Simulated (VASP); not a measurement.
# NaHF2 (R-3m) in VASP: notebook, part 2 of 5

VASP 6.6.1.

## (3) Electric field gradients, LDA (zz strain of -1 %)

The input, INCAR:

```
ALGO = Normal
EDIFF = 1E-8
ENCUT = 520
ISIF = 2
ISMEAR = -1
LASPH = T
LCHARG = F
LEFG = T
LREAL = F
LWAVE = F
NBANDS = 19
NELM = 60
PREC = Accurate
SIGMA = 0.02
```

The input, KPOINTS:

```
k-points
0
Gamma
  10 10 10
```

The input, POSCAR:

```
NaHF2
1.0
    1.7284452171      0.9979183114      4.5924819918
   -1.7284452171      0.9979183114      4.5924819918
    0.0000000000     -1.9958366228      4.5924819918
Na H F
1 1 2
Direct
    0.0000000000      0.0000000000      0.0000000000
    0.5000000000      0.5000000000      0.5000000000
    0.4100000000      0.4100000000      0.4100000000
    0.5900000000      0.5900000000      0.5900000000
```

Potentials or basis: VASP PAW LDA potentials, release 64 (Na_pv, H, F).

Command:

```bash
$ cat potpaw_LDA.64/Na_pv/POTCAR potpaw_LDA.64/H/POTCAR potpaw_LDA.64/F/POTCAR > POTCAR
$ mpirun -np 1 vasp_std > vasp.out
```

OUTCAR:

```text
EDIFF = 1E-8
   ENCUT = 520
   ISIF = 2
   ISMEAR = -1
   LASPH = T
   LREAL = F
   NELM = 60
   PREC = Accurate

 ion  position               nearest neighbor table
   1  0.000  0.000  0.000-   4 2.26   4 2.26   3 2.26   3 2.26   4 2.26   3 2.26
   2  0.500  0.500  0.500-   3 1.24   4 1.24
   3  0.410  0.410  0.410-   2 1.24   1 2.26   1 2.26   1 2.26
   4  0.590  0.590  0.590-   2 1.24   1 2.26   1 2.26   1 2.26

  LATTYP: Found a trigonal (rhomboedric) cell.
 ALAT       =     5.0074199614
 COS(alpha) =     0.7617059484

  Lattice vectors:

 A1 = (   1.7284452171,   0.9979183114,   4.5924819918)
 A2 = (  -1.7284452171,   0.9979183114,   4.5924819918)
 A3 = (   0.0000000000,  -1.9958366228,   4.5924819918)

Analysis of symmetry for initial positions (statically):
=====================================================================
 Subroutine PRICEL returns:
 Original cell was already a primitive cell.

 Routine SETGRP: Setting up the symmetry group for a
 trigonal (rhombohedral) supercell.

 Subroutine GETGRP returns: Found 12 space group operations
 (whereof 12 operations were pure point group operations)
 out of a pool of 12 trial point group operations.

The static configuration has the point symmetry D_3d.

Analysis of symmetry for dynamics (positions and initial velocities):
=====================================================================
 Subroutine PRICEL returns:
 Original cell was already a primitive cell.

 Routine SETGRP: Setting up the symmetry group for a
 trigonal (rhombohedral) supercell.

 Subroutine GETGRP returns: Found 12 space group operations
 (whereof 12 operations were pure point group operations)
 out of a pool of 12 trial point group operations.

The dynamic configuration has the point symmetry D_3d.

 Subroutine INISYM returns: Found 12 space group operations
 (whereof 12 operations are pure point group operations),
 and found     1 'primitive' translations

----------------------------------------------------------------------------------------

                                     Primitive cell

  volume of cell :      47.5280

  direct lattice vectors                    reciprocal lattice vectors
     1.728445217  0.997918311  4.592481992     0.289277320  0.167014339  0.072582393
    -1.728445217  0.997918311  4.592481992    -0.289277320  0.167014339  0.072582393
     0.000000000 -1.995836623  4.592481992     0.000000000 -0.334028677  0.072582393

  length of vectors
     5.007419961  5.007419961  5.007419961     0.341823581  0.341823581  0.341823581

  position of ions in fractional coordinates (direct lattice)
     0.000000000  0.000000000  0.000000000
     0.500000000  0.500000000  0.500000000
     0.410000000  0.410000000  0.410000000
     0.590000000  0.590000000  0.590000000

  ion indices of the primitive-cell ions
   primitive index   ion index
                 1           1
                 2           2
                 3           3
                 4           4
[... 80 lines left out ...]
   POTIM  = 0.5000    time-step for ionic-motion
   TEBEG  =    0.0;   TEEND  =   0.0 temperature during run
   PSTRESS=    0.0 pullay stress
   NELECT =      22.0000    total number of electrons
   NUPDOWN=      -1.0000    fix difference up-down
   EMIN   =  10.00;   EMAX   =-10.00  energy-range for DOS
   EFERMI =   0.00;   METHOD = LEGACY
   ISMEAR =    -1;   SIGMA  =   0.02  broadening in eV -4-tet -1-fermi 0-gaus
   EFERMI_NEDOS =   21; number of points for ismear=-14 and -15
   IALGO  =     38    algorithm
   IMIX   =      4    mixing-type and parameters
     AMIX     =   0.40;   BMIX     =  1.00
     AMIX_MAG =   1.60;   BMIX_MAG =  1.00
  volume/ion in A,a.u.               =      11.88        80.18
  Fermi-wavevector in a.u.,A,eV,Ry     =   1.266386  2.393122 21.820104  1.603732
  Thomas-Fermi vector in A             =   2.399589
   LORBIT       =      0    0 simple, 1 ext, 2 COOP (PROOUT), +10 PAW based schemes
   GGA     = CA    functional components
   LHFCALC =     F    Hartree Fock is set to
   AEXX    =    0.0000 exact exchange contribution
   IVDW    =     0    specifies the selected vdW correction
   LEPSILON=     F    determine dielectric tensor
   LRPA    =     F    only Hartree local field effects (RPA)
 non-spin polarized calculation
  energy-cutoff  :      520.00
  volume of cell :       47.53
 maximum number of plane-waves:      1304
 NGX is ok and might be reduce to    40
   NGX = 19   NGY = 19   NGZ = 19

 number of electron      22.0000002 magnetization

 Free energy of the ion-electron system (eV)
  ---------------------------------------------------
  ext. energy  EPLUGINS =         0.00000000
  ---------------------------------------------------
  free energy    TOTEN  =       -18.54789184 eV

  energy without entropy =      -18.54789184  energy(sigma->0) =      -18.54789184

 E-fermi :  -3.8086     XC(G=0):  -8.8751

 val. band max:       -4.2530881218   @ k =   0.5000   0.5000   0.5000
 cond. band min:       2.1282342690   @ k =   0.0000   0.0000   0.0000
 fundamental gap:      6.3813223908
 Fermi energy:        -3.8086241686

 k-point     1 :       0.0000    0.0000    0.0000
  band No.  band energies     occupation
      1     -23.9456      2.00000
      2     -23.2903      2.00000
      3     -22.2575      2.00000
      4     -22.2575      2.00000
      5     -21.9932      2.00000
      6      -8.7105      2.00000
[... 505 lines left out ...]
      6      -8.2495      2.00000
[... 11 lines left out ...]
     18      15.1225      0.00000
     19      15.5771      0.00000

 [... further k-points ...]
[... 5 lines left out ...]
  --------------------------------------------------------------------------------------
  -------------------------------------------------------------------------------------
  Total       -0.4292152     -0.4292152     -4.8128800      0.0000000     -0.0000000     -0.0000000
  in kB      -14.4689291    -14.4689291   -162.2431217      0.0000000     -0.0000000     -0.0000000
  external PRESSURE =     -63.7269933 kB  Pullay stress =       0.0000000 kB

 VOLUME and BASIS-vectors are now :
 -----------------------------------------------------------------------------
  energy-cutoff  :      520.00
  volume of cell :       47.53
      direct lattice vectors                 reciprocal lattice vectors
     1.728445217  0.997918311  4.592481992     0.289277320  0.167014339  0.072582393
    -1.728445217  0.997918311  4.592481992    -0.289277320  0.167014339  0.072582393
     0.000000000 -1.995836623  4.592481992     0.000000000 -0.334028677  0.072582393

 POSITION                                       TOTAL-FORCE (eV/Angst)
 -----------------------------------------------------------------------------------
      0.00000      0.00000      0.00000         0.000000     -0.000000      0.000000
      0.00000      0.00000      6.88872        -0.000000     -0.000000      0.000000
      0.00000      0.00000      5.64875         0.000000      0.000000      1.994907
      0.00000      0.00000      8.12869         0.000000     -0.000000     -1.994907
 -----------------------------------------------------------------------------------
    total drift:                                0.000000      0.000000     -0.000000

  FREE ENERGIE OF THE ION-ELECTRON SYSTEM (eV)
  ---------------------------------------------------
  free  energy   TOTEN  =       -18.5478918367 eV

  energy  without entropy=      -18.5478918367  energy(sigma->0) =      -18.54789184

 Electric field gradients (V/A^2)
---------------------------------------------------------------------
 ion       V_xx      V_yy      V_zz      V_xy      V_xz      V_yz
---------------------------------------------------------------------
   1      -4.489    -4.489     8.978    -0.000     0.000    -0.000
   2      -0.168    -0.168     0.335    -0.000     0.000    -0.000
   3     -57.933   -57.933   115.866    -0.000    -0.000    -0.000
   4     -57.933   -57.933   115.866     0.000    -0.000    -0.000
---------------------------------------------------------------------

 Electric field gradients after diagonalization (V/A^2)
 (convention: |V_zz| > |V_xx| > |V_yy|)
----------------------------------------------------------------------
 ion       V_xx      V_yy      V_zz     asymmetry (V_yy - V_xx)/ V_zz
----------------------------------------------------------------------
   1      -4.489    -4.489     8.978       0.000
   2      -0.168    -0.168     0.335       0.000
   3     -57.933   -57.933   115.866       0.000
   4     -57.933   -57.933   115.866       0.000
----------------------------------------------------------------------

           NMR quadrupolar parameters

 Cq : quadrupolar parameter    Cq=e*Q*V_zz/h
 eta: asymmetry parameters     (V_yy - V_xx)/ V_zz
 Q  : nuclear electric quadrupole moment in mb (millibarn)
----------------------------------------------------------------------
 ion       Cq(MHz)       eta       Q (mb)
----------------------------------------------------------------------
   1       0.022       0.000       1.000
   2       0.001       0.000       1.000
   3       0.280       0.000       1.000
   4       0.280       0.000       1.000
----------------------------------------------------------------------
```

OSZICAR:

```text
N       E                     dE             d eps       ncg     rms          rms(c)
DAV:   1     0.194313881976E+03    0.19431E+03   -0.12050E+04  4441   0.125E+03
DAV:   2    -0.538677054156E+01   -0.19970E+03   -0.18962E+03  4732   0.361E+02
DAV:   3    -0.196963322004E+02   -0.14310E+02   -0.14249E+02  5360   0.954E+01
DAV:   4    -0.198711221349E+02   -0.17479E+00   -0.17472E+00  5016   0.112E+01
DAV:   5    -0.198732373346E+02   -0.21152E-02   -0.21152E-02  4868   0.123E+00    0.655E+00
DAV:   6    -0.186211128230E+02    0.12521E+01   -0.34361E+00  4838   0.154E+01    0.227E+00
DAV:   7    -0.185721161469E+02    0.48997E-01   -0.73613E-02  4666   0.218E+00    0.134E+00
DAV:   8    -0.185471602192E+02    0.24956E-01   -0.43489E-02  5060   0.220E+00    0.189E-01
DAV:   9    -0.185476005665E+02   -0.44035E-03   -0.40526E-03  4776   0.549E-01    0.869E-02
DAV:  10    -0.185478802692E+02   -0.27970E-03   -0.29856E-04  4629   0.191E-01    0.189E-02
DAV:  11    -0.185478901541E+02   -0.98849E-05   -0.78791E-05  4961   0.808E-02    0.137E-02
DAV:  12    -0.185478921014E+02   -0.19473E-05   -0.96917E-06  4703   0.299E-02    0.571E-03
DAV:  13    -0.185478918191E+02    0.28226E-06   -0.14055E-06  5165   0.118E-02    0.953E-04
DAV:  14    -0.185478918384E+02   -0.19264E-07   -0.85710E-08  4749   0.248E-03    0.324E-04
DAV:  15    -0.185478918367E+02    0.16885E-08   -0.61252E-09  2814   0.866E-04
   1 F= -.18547892E+02 E0= -.18547892E+02  d E =-.321794E-11
```

stdout:

```text
POSCAR found type information on POSCAR NaH F
 POSCAR found :  3 types and       4 ions
 scaLAPACK will be used
 LDA part: xc-table for (Slater(with rela. corr.)+CA(PZ))
 , standard interpolation
 POSCAR, INCAR and KPOINTS ok, starting setup
 FFT: planning ... GRIDC
 FFT: planning ... GRID_SOFT
 FFT: planning ... GRID
 WAVECAR not read
 entering main loop
ion   1

ion   2

ion   3

ion   4
```

Run time: 3.8 min. Hardware: 1 thread of Intel Xeon Platinum 8488C (Sapphire Rapids), shared host; peak memory 0.24 GiB.

What came out:

| Quantity | Value |
| --- | --- |
| Free energy | -18.5479 eV |
| Pressure | -6.4 GPa |
| Largest force | 1.995 eV/Å |
| Band gap on the k mesh | 6.38 eV (least direct gap 6.66 eV) |
| Largest electric field gradient by atom | Na +9.0; H +0.3; F +115.9 V/Å² |

Forces on the atoms (eV/Å):
```
Na   0.000  0.000  0.000
H    0.000  0.000  0.000
F    0.000  0.000  1.995
F    0.000  0.000 -1.995
```

Electric field gradients, principal values (V/Å²):
```csv
atom,least,middle,greatest (by size)
1 Na,-4.489,-4.489,8.978
2 H,-0.168,-0.168,0.335
3 F,-57.933,-57.933,115.866
4 F,-57.933,-57.933,115.866
```

Caveat: the cell differs from its parent crystal (zz strain of -1 %); the stress differs along the axes, from -16 to -1 GPa; without QUAD_EFG the Cq values of the log hold for a quadrupole moment of 1 mb, not for the nuclei; forces of over 1 eV/Å act on the atoms, so gaps and moduli don't describe the material at rest.

[end of part 2 of 5]
